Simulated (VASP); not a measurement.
# YF (P4/nmm) in VASP: further runs

YF is run at these levels: PBE; tasks: single point, relaxation of cell and atoms.

All numbers are computed with VASP 6.6.1; they aren't measurements. Logs are shortened: lines on timing, memory, paths and dates and some standing lists are left out, and cuts for length are marked.

## (1) The cell of the first run

Symmetry: P4/nmm, No. 129, tetragonal system. The conventional cell has a = 3.720 Å, b = 3.720 Å, c = 5.715 Å, α = 90.00°, β = 90.00°, γ = 90.00°. Y (site symmetry 4mm) has 4 F at 2.40 Å within 3.2 Å. F (site symmetry -4m2) has 4 Y at 2.40 Å and 4 F at 2.63 Å within 3.2 Å.

## (2) Single point, PBE (atoms taken out)

INCAR

```
SYSTEM = YF
  PREC = Accurate
  ENCUT = 520
  EDIFF = 1E-7
  ISMEAR = 0
  SIGMA = 0.1
  LREAL = .FALSE.
  LASPH = .TRUE.
  NELM = 80
  ALGO = Normal
  ISIF = 2
  LWAVE = .FALSE.
  LCHARG = .FALSE.
  GGA = PE
  NBANDS = 26
```

KPOINTS

```
Automatic mesh
0
G
  6 6 4
  0 0 0
```

POSCAR

```
YF
1.0
    3.7200402107      0.0000000000      0.0000000000
    0.0000000000      3.7200402107      0.0000000000
    0.0000000000      0.0000000000      5.7151611224
Y F
2 2
Direct
    0.5000000000      0.0000000000      0.7337453379
    0.0000000000      0.5000000000      0.2662546621
    0.0000000000      0.0000000000      0.0000000000
    0.5000000000      0.5000000000      0.0000000000
```

Potentials or basis: VASP PAW PBE potentials, release 64 (Y_sv, F).

On the command line:

```
> cat potpaw_PBE.64/Y_sv/POTCAR potpaw_PBE.64/F/POTCAR > POTCAR
> mpirun -np 1 vasp_std > vasp.out
```

OUTCAR:

```text
SYSTEM = YF
   PREC = Accurate
   ENCUT = 520
   EDIFF = 1E-7
   ISMEAR = 0
   LREAL = .FALSE.
   LASPH = .TRUE.
   NELM = 80
   ISIF = 2
   GGA = PE

 ion  position               nearest neighbor table
   1  0.500  0.000  0.734-   3 2.40   4 2.40   4 2.40   3 2.40   2 3.75   2 3.75   2 3.75   2 3.75
                             2 4.02   2 4.02   2 4.02   2 4.02
   2  0.000  0.500  0.266-   3 2.40   4 2.40   3 2.40   4 2.40   1 3.75   1 3.75   1 3.75   1 3.75
                             1 4.02   1 4.02   1 4.02   1 4.02
   3  0.000  0.000  0.000-   1 2.40   2 2.40   2 2.40   1 2.40
   4  0.500  0.500  0.000-   1 2.40   2 2.40   1 2.40   2 2.40

  LATTYP: Found a simple tetragonal cell.
 ALAT       =     3.7200402107
 C/A-ratio  =     1.5363170285

  Lattice vectors:

 A1 = (   3.7200402107,   0.0000000000,   0.0000000000)
 A2 = (   0.0000000000,   3.7200402107,   0.0000000000)
 A3 = (   0.0000000000,   0.0000000000,   5.7151611224)

Analysis of symmetry for initial positions (statically):
=====================================================================
 Subroutine PRICEL returns:
 Original cell was already a primitive cell.

 Routine SETGRP: Setting up the symmetry group for a
 simple tetragonal supercell.

 Subroutine GETGRP returns: Found 16 space group operations
 (whereof  8 operations were pure point group operations)
 out of a pool of 16 trial point group operations.

The static configuration has the point symmetry D_2d.
 The point group associated with its full space group is D_4h.

Analysis of symmetry for dynamics (positions and initial velocities):
=====================================================================
 Subroutine PRICEL returns:
 Original cell was already a primitive cell.

 Routine SETGRP: Setting up the symmetry group for a
 simple tetragonal supercell.

 Subroutine GETGRP returns: Found 16 space group operations
 (whereof  8 operations were pure point group operations)
 out of a pool of 16 trial point group operations.

The dynamic configuration has the point symmetry D_2d.
 The point group associated with its full space group is D_4h.

 Subroutine INISYM returns: Found 16 space group operations
 (whereof  8 operations are pure point group operations),
 and found     1 'primitive' translations

----------------------------------------------------------------------------------------

                                     Primitive cell

  volume of cell :      79.0904

  direct lattice vectors                    reciprocal lattice vectors
     3.720040211  0.000000000  0.000000000     0.268814299  0.000000000  0.000000000
     0.000000000  3.720040211  0.000000000     0.000000000  0.268814299  0.000000000
     0.000000000  0.000000000  5.715161122     0.000000000  0.000000000  0.174973195

  length of vectors
     3.720040211  3.720040211  5.715161122     0.268814299  0.268814299  0.174973195

  position of ions in fractional coordinates (direct lattice)
     0.500000000  0.000000000  0.733745338
     0.000000000  0.500000000  0.266254662
     0.000000000  0.000000000  0.000000000
     0.500000000  0.500000000  0.000000000

  ion indices of the primitive-cell ions
   primitive index   ion index
                 1           1
                 2           2
                 3           3
                 4           4

----------------------------------------------------------------------------------------

 KPOINTS: Automatic mesh

Automatic generation of k-mesh.
 Grid dimensions read from file:
 generate k-points for:    6    6    4

 Generating k-lattice:

  Cartesian coordinates                     Fractional coordinates (reciprocal lattice)
     0.044802383  0.000000000  0.000000000     0.166666667  0.000000000  0.000000000
     0.000000000  0.044802383  0.000000000     0.000000000  0.166666667  0.000000000
     0.000000000  0.000000000  0.043743299     0.000000000  0.000000000  0.250000000

  Length of vectors
     0.044802383  0.044802383  0.043743299

  Shift w.r.t. Gamma in fractional coordinates (k-lattice)
     0.000000000  0.000000000  0.000000000

 Subroutine IBZKPT returns following result:
 ===========================================

 Found     30 irreducible k-points:

 Following reciprocal coordinates:
            Coordinates               Weight
  0.000000  0.000000  0.000000      1.000000
  0.166667  0.000000  0.000000      4.000000
  0.333333  0.000000  0.000000      4.000000
  0.500000  0.000000  0.000000      2.000000
  0.166667  0.166667  0.000000      4.000000
  0.333333  0.166667  0.000000      8.000000
[... 16 lines left out ...]
  0.333333  0.000000  0.500000      4.000000
  0.500000  0.000000  0.500000      2.000000
 [... further k-points ...]
   k-points           NKPTS =     30   k-points in BZ     NKDIM =     30   number of bands    NBANDS=     26
   number of dos      NEDOS =    301   number of ions     NIONS =      4
   total plane-waves  NPLWV =  37632
   dimension x,y,z NGX =    28 NGY =   28 NGZ =   48
   dimension x,y,z NGXF=    56 NGYF=   56 NGZF=   96
   ions per type =               2   2
   NGX,Y,Z   is equivalent  to a cutoff of  12.51, 12.51, 13.96 a.u.
   NGXF,Y,Z  is equivalent  to a cutoff of  25.03, 25.03, 27.93 a.u.
 SYSTEM =  YF
   PREC   = accura    normal or accurate (medium, high low for compatibility)
   ISTART =      0    job   : 0-new  1-cont  2-samecut
   ICHARG =      2    charge: 1-file 2-atom 10-const
   ISPIN  =      1    spin polarized calculation?
   LNONCOLLINEAR =      F non collinear calculations
   LSORBIT =      F    spin-orbit coupling
   LASPH  =      T    aspherical Exc in radial PAW
   ENCUT  =  520.0 eV  38.22 Ry    6.18 a.u.   6.92  6.92 10.63*2*pi/ulx,y,z
   NELM   =     80;   NELMIN=  2; NELMDL= -5     # of ELM steps
   EDIFF  = 0.1E-06   stopping-criterion for ELM
   LREAL  =      F    real-space projection
   EDIFFG = 0.1E-05   stopping-criterion for IOM
   NSW    =      0    number of steps for IOM
   IBRION =     -1    ionic relax: 0-MD 1-quasi-New 2-CG
   NFREE  =      0    steps in history (QN), initial steepest desc. (CG)
   ISIF   =      2    stress and relaxation
   ISYM   =      2    0-nonsym 1-usesym 2-fastsym
   POTIM  = 0.5000    time-step for ionic-motion
   TEBEG  =    0.0;   TEEND  =   0.0 temperature during run
   PSTRESS=    0.0 pullay stress
   NELECT =      36.0000    total number of electrons
   NUPDOWN=      -1.0000    fix difference up-down
   EMIN   =  10.00;   EMAX   =-10.00  energy-range for DOS
   EFERMI =   0.00;   METHOD = LEGACY
   ISMEAR =     0;   SIGMA  =   0.10  broadening in eV -4-tet -1-fermi 0-gaus
   EFERMI_NEDOS =   21; number of points for ismear=-14 and -15
   IALGO  =     38    algorithm
   IMIX   =      4    mixing-type and parameters
     AMIX     =   0.40;   BMIX     =  1.00
     AMIX_MAG =   1.60;   BMIX_MAG =  1.00
  volume/ion in A,a.u.               =      19.77       133.43
  Fermi-wavevector in a.u.,A,eV,Ry     =   1.259315  2.379760 21.577133  1.585875
  Thomas-Fermi vector in A             =   2.392881
   LORBIT       =      0    0 simple, 1 ext, 2 COOP (PROOUT), +10 PAW based schemes
   GGA     = PE    functional components
   LHFCALC =     F    Hartree Fock is set to
   AEXX    =    0.0000 exact exchange contribution
   IVDW    =     0    specifies the selected vdW correction
   LEPSILON=     F    determine dielectric tensor
   LRPA    =     F    only Hartree local field effects (RPA)
 non-spin polarized calculation
 Gauss-broadening in eV      SIGMA  =   0.10
  energy-cutoff  :      520.00
  volume of cell :       79.09
 maximum number of plane-waves:      2165
 NGX is ok and might be reduce to    28
   NGX = 13   NGY = 13   NGZ = 21

 number of electron      35.9999990 magnetization

 Free energy of the ion-electron system (eV)
  ---------------------------------------------------
  ext. energy  EPLUGINS =         0.00000000
  ---------------------------------------------------
  free energy    TOTEN  =       -26.87839446 eV

  energy without entropy =      -26.86777626  energy(sigma->0) =      -26.87308536

 E-fermi :   3.9903     XC(G=0):  -9.7475

 val. band max:        3.9705465106   @ k =   0.3333   0.1667   0.5000
 cond. band min:       4.0023187463   @ k =   0.5000   0.5000   0.5000
 fundamental gap:      0.0317722358
 Fermi energy:         3.9903479142

 k-point     1 :       0.0000    0.0000    0.0000
  band No.  band energies     occupation
      1     -39.6323      2.00000
      2     -39.5896      2.00000
      3     -23.0069      2.00000
      4     -21.9257      2.00000
      5     -19.5731      2.00000
      6     -19.5731      2.00000
[... 18 lines left out ...]
     25       7.8038      0.00000
     26       8.2912      0.00000

 k-point     2 :       0.1667    0.0000    0.0000
  band No.  band energies     occupation
      1     -39.6254      2.00000
      2     -39.5883      2.00000
      3     -22.9592      2.00000
      4     -22.0423      2.00000
      5     -19.5610      2.00000
      6     -19.5489      2.00000
[... 18 lines left out ...]
     25       7.5276      0.00000
     26       7.8808      0.00000

 k-point     3 :       0.3333    0.0000    0.0000
  band No.  band energies     occupation
      1     -39.6094      2.00000
      2     -39.5880      2.00000
      3     -22.8208      2.00000
      4     -22.3123      2.00000
      5     -19.6540      2.00000
      6     -19.5749      2.00000
[... 18 lines left out ...]
     25       7.8734      0.00000
     26       8.0373      0.00000

 k-point     4 :       0.5000    0.0000    0.0000
  band No.  band energies     occupation
      1     -39.5946      2.00000
      2     -39.5946      2.00000
      3     -22.5980      2.00000
      4     -22.5980      2.00000
      5     -19.6536      2.00000
      6     -19.6536      2.00000
[... 18 lines left out ...]
     25       8.2024      0.00000
     26       8.2024      0.00000

 k-point     5 :       0.1667    0.1667    0.0000
  band No.  band energies     occupation
      1     -39.6188      2.00000
      2     -39.5867      2.00000
      3     -22.9192      2.00000
      4     -22.1391      2.00000
      5     -19.5986      2.00000
      6     -19.5750      2.00000
[... 18 lines left out ...]
     25       7.3603      0.00000
     26       7.9390      0.00000

 k-point     6 :       0.3333    0.1667    0.0000
  band No.  band energies     occupation
      1     -39.6039      2.00000
      2     -39.5854      2.00000
      3     -22.8024      2.00000
      4     -22.3678      2.00000
      5     -19.6453      2.00000
      6     -19.6072      2.00000
[... 427 lines left out ...]
 k-point    21 :       0.0000    0.0000    0.5000
  band No.  band energies     occupation
      1     -39.6115      2.00000
      2     -39.6104      2.00000
      3     -22.9975      2.00000
      4     -21.9253      2.00000
      5     -19.5576      2.00000
      6     -19.5210      2.00000
[... 18 lines left out ...]
     25       7.2482      0.00000
     26       7.3596      0.00000

 k-point    22 :       0.1667    0.0000    0.5000
  band No.  band energies     occupation
      1     -39.6073      2.00000
      2     -39.6064      2.00000
      3     -22.9556      2.00000
      4     -22.0415      2.00000
      5     -19.5614      2.00000
      6     -19.5422      2.00000
[... 18 lines left out ...]
     25       7.3215      0.00000
     26       7.7422      0.00000

 k-point    23 :       0.3333    0.0000    0.5000
  band No.  band energies     occupation
      1     -39.5989      2.00000
      2     -39.5984      2.00000
      3     -22.8274      2.00000
      4     -22.3165      2.00000
      5     -19.5600      2.00000
      6     -19.5051      2.00000
[... 18 lines left out ...]
     25       7.5105      0.00000
     26       8.1342      0.00000

 k-point    24 :       0.5000    0.0000    0.5000
  band No.  band energies     occupation
      1     -39.5946      2.00000
      2     -39.5946      2.00000
      3     -22.6078      2.00000
      4     -22.6078      2.00000
      5     -19.5265      2.00000
      6     -19.5265      2.00000
[... 18 lines left out ...]
     25       7.9411      0.00000
     26       7.9411      0.00000

 [... further k-points ...]
[... 5 lines left out ...]
  --------------------------------------------------------------------------------------
  -------------------------------------------------------------------------------------
  Total       -0.1190196     -0.1190196      0.0971420      0.0000000      0.0000000      0.0000000
  in kB       -2.4110453     -2.4110453      1.9678581      0.0000000      0.0000000      0.0000000
  external PRESSURE =      -0.9514108 kB  Pullay stress =       0.0000000 kB

 VOLUME and BASIS-vectors are now :
 -----------------------------------------------------------------------------
  energy-cutoff  :      520.00
  volume of cell :       79.09
      direct lattice vectors                 reciprocal lattice vectors
     3.720040211  0.000000000  0.000000000     0.268814299  0.000000000  0.000000000
     0.000000000  3.720040211  0.000000000     0.000000000  0.268814299  0.000000000
     0.000000000  0.000000000  5.715161122     0.000000000  0.000000000  0.174973195

 POSITION                                       TOTAL-FORCE (eV/Angst)
 -----------------------------------------------------------------------------------
      1.86002      0.00000      4.19347         0.000000     -0.000000     -0.031463
      0.00000      1.86002      1.52169         0.000000      0.000000      0.031463
      0.00000      0.00000      0.00000         0.000000     -0.000000      0.000000
      1.86002      1.86002      0.00000        -0.000000      0.000000      0.000000
 -----------------------------------------------------------------------------------
    total drift:                                0.000000      0.000000     -0.000000

  FREE ENERGIE OF THE ION-ELECTRON SYSTEM (eV)
  ---------------------------------------------------
  free  energy   TOTEN  =       -26.8783944564 eV

  energy  without entropy=      -26.8677762596  energy(sigma->0) =      -26.87308536
```

Wall time 61 s (1 thread of Intel Xeon 8259CL, shared host); peak memory 0.23 GiB.

Results:

```yaml
Free_energy: -26.8784 eV
Pressure: -0.1 GPa
Largest_force: 0.031 eV/Å
Band_gap_on_the_k_mesh: zero (bands 18 and 19 overlap by 0.05 eV)
```

Forces on the atoms (eV/Å):
```
Y    0.000  0.000 -0.031
Y    0.000  0.000  0.031
F    0.000  0.000  0.000
F    0.000  0.000  0.000
```

Stress tensor (GPa, compression positive):
```
-0.24  0.00  0.00
 0.00 -0.24  0.00
 0.00  0.00  0.20
```

Caveat: the cell differs from its parent crystal (atoms taken out).

## (3) Relaxation of cell and atoms, PBE (atoms taken out)

INCAR

```
ALGO = Normal
EDIFF = 1E-7
EDIFFG = -0.04
ENCUT = 600
GGA = PE
IBRION = 2
ISIF = 3
ISMEAR = 0
LASPH = True
LCHARG = False
LREAL = False
LWAVE = False
NELM = 100
NSW = 90
PREC = Accurate
SIGMA = 0.1
```

KPOINTS

```
k-points
0
Gamma
  4 4 4
```

POSCAR

```
YF
1.0
    3.9142846100      0.0000000000      0.0000000000
    0.0000000000      3.9142846100      0.0000000000
    0.0000000000      0.0000000000      5.5356343800
Y F
2 2
Direct
    0.5000000000      0.0000000000      0.7500000000
    0.0000000000      0.5000000000      0.2500000000
    0.0000000000      0.0000000000      0.0000000000
    0.5000000000      0.5000000000      0.0000000000
```

Potentials or basis: VASP PAW PBE potentials, release 64 (Y_sv, F).

On the command line:

```
> cat potpaw_PBE.64/Y_sv/POTCAR potpaw_PBE.64/F/POTCAR > POTCAR
> mpirun -np 1 vasp_std > vasp.out
```

Run time: 4.7 min. Hardware: 1 thread of Intel Xeon 8259CL, shared host; peak memory 0.25 GiB.

It converged, with:

| Item | Value |
| --- | --- |
| Free energy | -26.8958 eV |
| Relaxed volume | 19.73 Å³/atom |
| Relaxed cell | a = 3.711 Å, b = 3.711 Å, c = 5.730 Å, α = 90.00°, β = 90.00°, γ = 90.00° |
| Space group after relaxing (to 0.1 Å) | P4/nmm (No. 129) |
| Energy gained by relaxing | 49.2 meV/atom |
| Ionic steps | 9 |
| Pressure after relaxing | 0.0 GPa |
| Largest force after relaxing | 0.019 eV/Å |
| Band gap on the k mesh | zero (bands 18 and 19 overlap by 0.21 eV) |

Forces on the atoms (eV/Å):
```
Y    0.000  0.000 -0.019
Y    0.000  0.000  0.019
F    0.000  0.000  0.000
F    0.000  0.000  0.000
```

Stress tensor (GPa, compression positive):
```
-0.05  0.00  0.00
 0.00 -0.05  0.00
 0.00  0.00  0.04
```

The path:
```tsv
step	energy change (eV)	largest force (eV/Å)	pressure (GPa)	volume (Å³)
1	0.0000	0.8146	-3.02	84.81
2	-0.1200	0.6182	0.23	80.00
3	-0.1344	0.4865	2.03	77.88
4	-0.1813	0.2599	0.33	78.62
5	-0.1813	0.2668	0.31	78.62
6	-0.1937	0.1289	-0.28	79.18
7	-0.1954	0.0617	-0.58	79.48
8	-0.1963	0.0664	0.31	78.58
9	-0.1967	0.0191	-0.02	78.90
```

Final structure:
```yaml
crystal:
  lattice:
    - [3.71079, 0.00000, 0.00000]
    - [0.00000, 3.71079, 0.00000]
    - [0.00000, 0.00000, 5.73016]
  atoms:
    - { symbol: Y, position: [0.50000, 0.00000, 0.73434] }
    - { symbol: Y, position: [0.00000, 0.50000, 0.26566] }
    - { symbol: F, position: [0.00000, 0.00000, 0.00000] }
    - { symbol: F, position: [0.50000, 0.50000, 0.00000] }
```

Levels at points of the mesh, in eV from the Fermi level:
```csv
k point,band 16,band 17,band 18,band 19,band 20,band 21
"(0.00, 0.00, 0.00)",-6.83,-3.16,-0.46,0.09,2.19,2.67
"(0.50, 0.00, 0.00)",-7.80,-0.94,-0.94,1.31,1.31,1.81
"(0.50, 0.50, 0.00)",-6.63,-0.49,-0.49,-0.10,-0.10,3.78
"(0.00, 0.00, 0.50)",-6.85,-2.16,-1.00,1.18,1.36,1.75
"(0.50, 0.00, 0.50)",-7.79,-0.88,-0.88,1.23,1.23,2.07
"(0.50, 0.50, 0.50)",-6.63,-0.62,-0.62,-0.01,-0.01,3.41
```

Caveat: the k points lie up to 0.42 Å⁻¹ apart in the final cell; the cell differs from its parent crystal (atoms taken out).

The gap in the log of VASP goes by the Fermi energy; the results here count the filled bands.